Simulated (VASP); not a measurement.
# B26N27 (a cell with a defect) in VASP: electric field gradients with PBE

Aim: the electric field gradients of B26N27 (a cell with a defect) with PBE.

All numbers are computed with VASP 6.6.1; they aren't measurements. Logs are shortened: lines on timing, memory, paths and dates and some standing lists are left out, and cuts for length are marked.

**1. The cell of the first run**

The cell holds a defect, 53 atoms: a = 7.669 Å, b = 7.669 Å, c = 7.669 Å, α = 60.00°, β = 60.00°, γ = 60.00°.

**2. Electric field gradients, PBE, collinear spin (atoms taken out)**

Input file INCAR:

```
SYSTEM = B26N27
PREC = Accurate ; ENCUT = 520
EDIFF = 1E-8 ; ISMEAR = -1
SIGMA = 0.01 ; LREAL = Auto
LASPH = .True. ; NELM = 150
ALGO = Normal ; ISIF = 2
LWAVE = .False. ; LCHARG = .False.
ISPIN = 2 ; MAGMOM = 0 0 0 0 0 0 0 0 0 0 0 0 0 0 0 0 0 0 0 0 0 0 0 0 0 0 0.5 0 0.5 0 0 0 0.5 0 0 0 0 0 0 0 0 0 0 0 0.5 0 0 0 0 0 0 0 0
LORBIT = 11 ; GGA = PE
LEFG = .True. ; NELECT = 214.0
NBANDS = 142 ; KPAR = 4
```

Input file KPOINTS:

```
regular mesh
0
Gamma
  3 3 3
  0 0 0
```

Input file POSCAR:

```
B26N27
1.0
    0.0000000000      5.4225000000      5.4225000000
    5.4225000000      0.0000000000      5.4225000000
    5.4225000000      5.4225000000      0.0000000000
B N
26 27
Direct
    0.0000000000      0.0000000000      0.3333333333
    0.0000000000      0.0000000000      0.6666666667
    0.0000000000      0.3333333333      0.0000000000
    0.0000000000      0.3333333333      0.3333333333
    0.0000000000      0.3333333333      0.6666666667
    0.0000000000      0.6666666667      0.0000000000
    0.0000000000      0.6666666667      0.3333333333
    0.0000000000      0.6666666667      0.6666666667
    0.3333333333      0.0000000000      0.0000000000
    0.3333333333      0.0000000000      0.3333333333
    0.3333333333      0.0000000000      0.6666666667
    0.3333333333      0.3333333333      0.0000000000
    0.3333333333      0.3333333333      0.3333333333
    0.3333333333      0.3333333333      0.6666666667
    0.3333333333      0.6666666667      0.0000000000
    0.3333333333      0.6666666667      0.3333333333
    0.3333333333      0.6666666667      0.6666666667
    0.6666666667      0.0000000000      0.0000000000
    0.6666666667      0.0000000000      0.3333333333
    0.6666666667      0.0000000000      0.6666666667
    0.6666666667      0.3333333333      0.0000000000
    0.6666666667      0.3333333333      0.3333333333
    0.6666666667      0.3333333333      0.6666666667
    0.6666666667      0.6666666667      0.0000000000
    0.6666666667      0.6666666667      0.3333333333
    0.6666666667      0.6666666667      0.6666666667
    0.0833333333      0.0833333333      0.0833333333
    0.0833333333      0.0833333333      0.4166666667
    0.0833333333      0.0833333333      0.7500000000
    0.0833333333      0.4166666667      0.0833333333
    0.0833333333      0.4166666667      0.4166666667
    0.0833333333      0.4166666667      0.7500000000
    0.0833333333      0.7500000000      0.0833333333
    0.0833333333      0.7500000000      0.4166666667
    0.0833333333      0.7500000000      0.7500000000
    0.4166666667      0.0833333333      0.0833333333
    0.4166666667      0.0833333333      0.4166666667
    0.4166666667      0.0833333333      0.7500000000
    0.4166666667      0.4166666667      0.0833333333
    0.4166666667      0.4166666667      0.4166666667
    0.4166666667      0.4166666667      0.7500000000
    0.4166666667      0.7500000000      0.0833333333
    0.4166666667      0.7500000000      0.4166666667
    0.4166666667      0.7500000000      0.7500000000
    0.7500000000      0.0833333333      0.0833333333
    0.7500000000      0.0833333333      0.4166666667
    0.7500000000      0.0833333333      0.7500000000
    0.7500000000      0.4166666667      0.0833333333
    0.7500000000      0.4166666667      0.4166666667
    0.7500000000      0.4166666667      0.7500000000
    0.7500000000      0.7500000000      0.0833333333
    0.7500000000      0.7500000000      0.4166666667
    0.7500000000      0.7500000000      0.7500000000
```

Potentials or basis: VASP PAW PBE potentials, release 64 (B, N).

Command:

```console
> cat potpaw_PBE.64/B/POTCAR potpaw_PBE.64/N/POTCAR > POTCAR
> mpirun -np 4 vasp_std > vasp.out
```

OUTCAR:

```text
SYSTEM = B26N27
   PREC = Accurate
   ENCUT = 520
   EDIFF = 1E-8
   ISMEAR = -1
   LREAL = Auto
   LASPH = .True.
   NELM = 150
   ISIF = 2
   ISPIN = 2
   LORBIT = 11
   GGA = PE
   NELECT = 214.0

 ion  position               nearest neighbor table
   1  0.000  0.000  0.333-  27 1.57  28 1.57  34 1.57  46 1.57
   2  0.000  0.000  0.667-  29 1.57  28 1.57  35 1.57  47 1.57
   3  0.000  0.333  0.000-  27 1.57  30 1.57  32 1.57  48 1.57
   4  0.000  0.333  0.333-  28 1.57  30 1.57  49 1.57  31 1.57
   5  0.000  0.333  0.667-  29 1.57  31 1.57  32 1.57  50 1.57
   6  0.000  0.667  0.000-  33 1.57  30 1.57  35 1.57  51 1.57
[... 33 lines left out ...]
  40  0.417  0.417  0.417-  14 1.57  16 1.57  22 1.57  13 1.57
  41  0.417  0.417  0.750-  12 1.57  17 1.57  23 1.57  14 1.57
  42  0.417  0.750  0.083-   9 1.57  15 1.57  16 1.57  24 1.57
  43  0.417  0.750  0.417-  10 1.57  17 1.57  25 1.57  16 1.57
  44  0.417  0.750  0.750-  11 1.57  15 1.57  17 1.57  26 1.57
  45  0.750  0.083  0.083-  18 1.57  19 1.57  21 1.57
  46  0.750  0.083  0.417-   1 1.57  19 1.57  20 1.57  22 1.57
  47  0.750  0.083  0.750-  20 1.57  18 1.57   2 1.57  23 1.57
  48  0.750  0.417  0.083-   3 1.57  21 1.57  22 1.57  24 1.57
  49  0.750  0.417  0.417-   4 1.57  23 1.57  25 1.57  22 1.57
  50  0.750  0.417  0.750-   5 1.57  21 1.57  23 1.57  26 1.57
  51  0.750  0.750  0.083-  24 1.57  18 1.57   6 1.57  25 1.57
  52  0.750  0.750  0.417-   7 1.57  19 1.57  25 1.57  26 1.57
  53  0.750  0.750  0.750-  26 1.57  20 1.57  24 1.57   8 1.57

  LATTYP: Found a face centered cubic cell.
 ALAT       =    10.8450000000

  Lattice vectors:

 A1 = (   0.0000000000,   5.4225000000,   5.4225000000)
 A2 = (   5.4225000000,   0.0000000000,   5.4225000000)
 A3 = (   5.4225000000,   5.4225000000,   0.0000000000)

Analysis of symmetry for initial positions (statically):
=====================================================================
 Subroutine PRICEL returns:
 Original cell was already a primitive cell.

 Routine SETGRP: Setting up the symmetry group for a
 face centered cubic supercell.

 Subroutine GETGRP returns: Found 24 space group operations
 (whereof 24 operations were pure point group operations)
 out of a pool of 48 trial point group operations.

The static configuration has the point symmetry T_d .

Analysis of symmetry for dynamics (positions and initial velocities):
=====================================================================
 Subroutine PRICEL returns:
 Original cell was already a primitive cell.

 Routine SETGRP: Setting up the symmetry group for a
 face centered cubic supercell.

 Subroutine GETGRP returns: Found 24 space group operations
 (whereof 24 operations were pure point group operations)
 out of a pool of 48 trial point group operations.

The dynamic configuration has the point symmetry T_d .

Analysis of structural, dynamic, and magnetic symmetry:
=====================================================================
 Subroutine PRICEL returns:
 Original cell was already a primitive cell.

 Routine SETGRP: Setting up the symmetry group for a
 face centered cubic supercell.

 Subroutine GETGRP returns: Found 24 space group operations
 (whereof 24 operations were pure point group operations)
 out of a pool of 48 trial point group operations.

The overall configuration has the point symmetry T_d .

 Subroutine INISYM returns: Found 24 space group operations
 (whereof 24 operations are pure point group operations),
 and found     1 'primitive' translations

----------------------------------------------------------------------------------------

                                     Primitive cell

  volume of cell :     318.8810

  direct lattice vectors                    reciprocal lattice vectors
     0.000000000  5.422500000  5.422500000    -0.092208391  0.092208391  0.092208391
     5.422500000  0.000000000  5.422500000     0.092208391 -0.092208391  0.092208391
     5.422500000  5.422500000  0.000000000     0.092208391  0.092208391 -0.092208391

  length of vectors
[... 214 lines left out ...]
 cond. band min:       8.6040885039   @ k =  -0.3333   0.3333   0.0000
 fundamental gap:      0.4714681141
 Fermi energy:         8.5801095143

 spin component 1

 k-point     1 :       0.0000    0.0000    0.0000
  band No.  band energies     occupation
      1     -13.1152      1.00000
      2     -10.7649      1.00000
      3     -10.7209      1.00000
      4     -10.7209      1.00000
      5     -10.7209      1.00000
      6     -10.5346      1.00000
[... 477 lines left out ...]
    118      15.5049      0.00000
    119      15.6871      0.00000
 Fermi energy:         8.5801095143

 spin component 2

 k-point     1 :       0.0000    0.0000    0.0000
  band No.  band energies     occupation
      1     -13.0830      1.00000
      2     -10.7413      1.00000
      3     -10.6942      1.00000
      4     -10.6942      1.00000
      5     -10.6942      1.00000
      6     -10.5084      1.00000
[... 477 lines left out ...]
    118      15.5190      0.00000
    119      15.7044      0.00000
 [bands above 119 left out]

------------------------ aborting loop because EDIFF is reached ----------------------------------------

  FORCE on cell =-STRESS in cart. coord.  units (eV):
  Direction    XX          YY          ZZ          XY          YZ          ZX
  --------------------------------------------------------------------------------------
  -------------------------------------------------------------------------------------
  Total       16.7480246     16.7480246     16.7480246      0.0000000     -0.0000000      0.0000000
  in kB       84.1483287     84.1483287     84.1483287      0.0000000     -0.0000000      0.0000000
  external PRESSURE =      84.1483287 kB  Pullay stress =       0.0000000 kB

 VOLUME and BASIS-vectors are now :
 -----------------------------------------------------------------------------
  energy-cutoff  :      520.00
  volume of cell :      318.88
      direct lattice vectors                 reciprocal lattice vectors
     0.000000000  5.422500000  5.422500000    -0.092208391  0.092208391  0.092208391
     5.422500000  0.000000000  5.422500000     0.092208391 -0.092208391  0.092208391
     5.422500000  5.422500000  0.000000000     0.092208391  0.092208391 -0.092208391

 POSITION                                       TOTAL-FORCE (eV/Angst)
 -----------------------------------------------------------------------------------
      1.80750      1.80750      0.00000        -1.136451     -1.136451      0.198762
      3.61500      3.61500      0.00000         1.136451      1.136451      0.198762
      1.80750      0.00000      1.80750        -1.136451      0.198762     -1.136451
      3.61500      1.80750      1.80750        -0.059197      0.059197      0.059197
      5.42250      3.61500      1.80750        -0.198762      1.136451     -1.136451
      3.61500      0.00000      3.61500         1.136451      0.198762      1.136451
[... 45 lines left out ...]
      6.32625      6.32625      8.13375         0.145404      0.145404     -0.336838
      8.13375      8.13375      8.13375         0.000000      0.000000      0.000000
 -----------------------------------------------------------------------------------
    total drift:                                0.000001      0.000001      0.000002

  FREE ENERGIE OF THE ION-ELECTRON SYSTEM (eV)
  ---------------------------------------------------
  free  energy   TOTEN  =      -448.0166101915 eV

  energy  without entropy=     -448.0153353475  energy(sigma->0) =     -448.01597277

 Electric field gradients (V/A^2)
---------------------------------------------------------------------
 ion       V_xx      V_yy      V_zz      V_xy      V_xz      V_yz
---------------------------------------------------------------------
   1       0.428     0.428    -0.856    -1.225     1.958     1.958
   2       0.428     0.428    -0.856    -1.225    -1.958    -1.958
   3       0.428    -0.856     0.428     1.958    -1.225     1.958
   4       0.000    -0.000    -0.000    -0.160    -0.160     0.160
   5      -0.856     0.428     0.428     1.958    -1.958     1.225
   6       0.428    -0.856     0.428    -1.958    -1.225    -1.958
[... 45 lines left out ...]
  52       1.215     1.215    -2.431     1.326     1.143     1.143
  53      -0.000    -0.000    -0.000    -0.000    -0.000    -0.000
---------------------------------------------------------------------

 Electric field gradients after diagonalization (V/A^2)
 (convention: |V_zz| > |V_xx| > |V_yy|)
----------------------------------------------------------------------
 ion       V_xx      V_yy      V_zz     asymmetry (V_yy - V_xx)/ V_zz
----------------------------------------------------------------------
   1       1.942     1.653    -3.595       0.080
   2       1.942     1.653    -3.595       0.080
   3       1.942     1.653    -3.595       0.080
   4      -0.160    -0.160     0.321       0.000
   5       1.942     1.653    -3.595       0.080
   6       1.942     1.653    -3.595       0.080
[... 45 lines left out ...]
  52      -2.910    -0.111     3.021       0.927
  53       0.000     0.000    -0.000       0.000
----------------------------------------------------------------------

           NMR quadrupolar parameters

 Cq : quadrupolar parameter    Cq=e*Q*V_zz/h
 eta: asymmetry parameters     (V_yy - V_xx)/ V_zz
 Q  : nuclear electric quadrupole moment in mb (millibarn)
----------------------------------------------------------------------
 ion       Cq(MHz)       eta       Q (mb)
----------------------------------------------------------------------
   1      -0.009       0.080       1.000
   2      -0.009       0.080       1.000
   3      -0.009       0.080       1.000
   4       0.001       0.000       1.000
   5      -0.009       0.080       1.000
   6      -0.009       0.080       1.000
[... 45 lines left out ...]
  52       0.007       0.927       1.000
  53      -0.000       0.000       1.000
----------------------------------------------------------------------

 total charge

# of ion       s       p       d       tot
------------------------------------------
    1        0.679   1.363   0.000   2.042
    2        0.679   1.363   0.000   2.042
    3        0.679   1.363   0.000   2.042
    4        0.680   1.365   0.000   2.045
    5        0.679   1.363   0.000   2.042
    6        0.679   1.363   0.000   2.042
[... 45 lines left out ...]
   52        1.215   2.767   0.000   3.982
   53        1.215   2.769   0.000   3.984
--------------------------------------------------
tot         50.597 109.496   0.000 160.093

 magnetization (x)

# of ion       s       p       d       tot
------------------------------------------
    1       -0.001  -0.000   0.000  -0.002
    2       -0.001  -0.000   0.000  -0.002
    3       -0.001  -0.000   0.000  -0.002
    4       -0.001  -0.002   0.000  -0.003
    5       -0.001  -0.000   0.000  -0.002
    6       -0.001  -0.000   0.000  -0.002
[... 45 lines left out ...]
   52        0.000   0.003   0.000   0.003
   53        0.000   0.001   0.000   0.001
--------------------------------------------------
tot          0.084   1.443   0.000   1.528
```

It took 14 min on 4 MPI ranks of Oxide Virtual Turin-like, shared host; peak memory 0.82 GiB.

Results:

- Free energy: -448.0166 eV
- Largest force: 3.096 eV/Å
- Net moment: 2.00 μB per cell
- Site moments: B -0.00; N +0.32, +0.04, +0.00 (each value once) μB
- Largest electric field gradient by atom: B -3.6, +0.3, +0.6, -0.8 (each value once); N +5.2, +1.5, +3.0, +1.0, +0.0 (each value once) V/Å²
- Valence electrons inside the program's atomic spheres: B 2.04, 2.05 (each value once); N 3.84, 3.98 (each value once)

Forces in eV/Å, atoms in the order of the input:
```
B   -1.136 -1.136  0.199
B    1.136  1.136  0.199
B   -1.136  0.199 -1.136
B   -0.059  0.059  0.059
B   -0.199  1.136 -1.136
B    1.136  0.199  1.136
B   -0.199 -1.136  1.136
B   -0.128  0.128  0.128
B    0.199 -1.136 -1.136
B    0.059 -0.059  0.059
B    1.136 -0.199 -1.136
B    0.059  0.059 -0.059
B   -0.059 -0.059 -0.059
B    0.000  0.000 -0.325
B    1.136 -1.136 -0.199
B    0.000 -0.325  0.000
B    0.325  0.000  0.000
B    0.199  1.136  1.136
B   -1.136 -0.199  1.136
B    0.128 -0.128  0.128
B   -1.136  1.136 -0.199
B   -0.325  0.000  0.000
B    0.000  0.325  0.000
B    0.128  0.128 -0.128
B    0.000  0.000  0.325
B   -0.128 -0.128 -0.128
N    1.788  1.788  1.788
N    0.000  0.000  0.221
N   -1.788 -1.788  1.788
N    0.000  0.221  0.000
N   -0.221  0.000  0.000
N    0.145 -0.145  0.337
N   -1.788  1.788 -1.788
N    0.145  0.337 -0.145
N   -0.337 -0.145 -0.145
N    0.221  0.000  0.000
N    0.000 -0.221  0.000
N   -0.145  0.145  0.337
N    0.000  0.000 -0.221
N    0.023  0.023  0.023
N   -0.023 -0.023  0.023
N   -0.145  0.337  0.145
N   -0.023  0.023 -0.023
N   -0.337  0.145  0.145
N    1.788 -1.788 -1.788
N    0.337  0.145 -0.145
N   -0.145 -0.337 -0.145
N    0.337 -0.145  0.145
N    0.023 -0.023 -0.023
N    0.145 -0.337  0.145
N   -0.145 -0.145 -0.337
N    0.145  0.145 -0.337
N    0.000  0.000  0.000
```

Levels at points of the mesh, in eV from the Fermi level:
Spin up:
```csv
k point,band 105,band 106,band 107,band 108,band 109,band 110,band 111,band 112
"(0.00, 0.00, 0.00)",-1.87,-0.63,-0.63,-0.63,4.18,4.18,4.29,4.45
```
Spin down:
```
           k point  band 102  band 103  band 104  band 105  band 106  band 107  band 108  band 109  band 110  band 111
(0.00, 0.00, 0.00)     -2.73     -1.73     -1.73     -1.73      0.34      0.34      0.34      4.18      4.18      4.33
```

Electric field gradients, principal values (V/Å²):
```csv
atom,least,middle,greatest (by size)
1 B,1.653,1.942,-3.595
2 B,1.653,1.942,-3.595
3 B,1.653,1.942,-3.595
4 B,-0.160,-0.160,0.321
5 B,1.653,1.942,-3.595
6 B,1.653,1.942,-3.595
7 B,1.653,1.942,-3.595
8 B,-0.318,-0.318,0.635
9 B,1.653,1.942,-3.595
10 B,-0.160,-0.160,0.321
11 B,1.653,1.942,-3.595
12 B,-0.160,-0.160,0.321
13 B,-0.160,-0.160,0.321
14 B,0.055,0.787,-0.842
15 B,1.653,1.942,-3.595
16 B,0.055,0.787,-0.842
17 B,0.055,0.788,-0.842
18 B,1.653,1.942,-3.595
19 B,1.653,1.942,-3.595
20 B,-0.318,-0.318,0.635
21 B,1.653,1.942,-3.595
22 B,0.055,0.787,-0.842
23 B,0.055,0.788,-0.842
24 B,-0.318,-0.318,0.635
25 B,0.055,0.788,-0.842
26 B,-0.318,-0.318,0.635
27 N,-2.624,-2.624,5.249
28 N,-0.013,-1.494,1.507
29 N,-2.624,-2.625,5.249
30 N,-0.013,-1.494,1.507
31 N,-0.013,-1.494,1.507
32 N,-0.111,-2.910,3.021
33 N,-2.624,-2.625,5.249
34 N,-0.111,-2.910,3.021
35 N,-0.111,-2.910,3.021
36 N,-0.013,-1.494,1.507
37 N,-0.013,-1.494,1.507
38 N,-0.111,-2.910,3.021
39 N,-0.013,-1.494,1.507
40 N,-0.478,-0.478,0.956
41 N,-0.478,-0.479,0.957
42 N,-0.111,-2.910,3.021
43 N,-0.478,-0.479,0.957
44 N,-0.111,-2.910,3.021
45 N,-2.624,-2.625,5.249
46 N,-0.111,-2.910,3.021
47 N,-0.111,-2.910,3.021
48 N,-0.111,-2.910,3.021
49 N,-0.478,-0.479,0.957
50 N,-0.111,-2.910,3.021
51 N,-0.111,-2.910,3.021
52 N,-0.111,-2.910,3.021
53 N,0.000,0.000,0.000
```

Caveat: the cell carries a net charge on a neutralising background, which shifts energy and pressure; the cell differs from its parent crystal (atoms taken out); the cell is charged against a uniform background, so pressure and absolute levels hang on convention; without QUAD_EFG the Cq values of the log hold for a quadrupole moment of 1 mb, not for the nuclei.
